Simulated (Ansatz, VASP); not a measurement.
Re in VASP and in Ansatz

```
CELL_PARAMETERS angstrom
0.00000 1.97500 1.94538
1.97500 0.00000 1.94538
1.97500 1.97500 0.00000
ATOMIC_POSITIONS crystal
Re 0.00000 0.00000 0.00000
```

Change from the starting cell: strain +0.000 along x and y, -0.015 along z, atoms carried along.

Alike in both runs: task single point; functional PBEsol; k mesh 20 × 20 × 20; occupations gaussian, width 0.15 eV; no spin polarisation.

```csv
,VASP,Ansatz
version,VASP 6.6.1,Ansatz 0.2.0
potentials or method,"VASP PAW PBE potentials, release 64 (Re), cutoff 520 eV","scalar-relativistic, plane waves, PAW"
valence electrons in the cell,7,15
```

|  | VASP | Ansatz | Ansatz less VASP |
| --- | --- | --- | --- |
| gap on the k mesh at the Fermi level (eV) | none | none | - |
| pressure (GPa) | -14.1 | -13.7 | +0.40 |
| traceless stress, the component that is largest in VASP (GPa) | 2.73 | 2.75 | +0.016 |

VASP's potentials were made for PBE, not for PBEsol. A gap of «none» marks a metal or a gap that the smearing closes. The functional is the same, so the differences come from potentials, cutoffs and numerics. VASP's potentials hold 7 valence electrons a cell and Ansatz's 15, so a difference there can come from the potentials and not from the codes.

Neither program's run includes spin-orbit coupling.
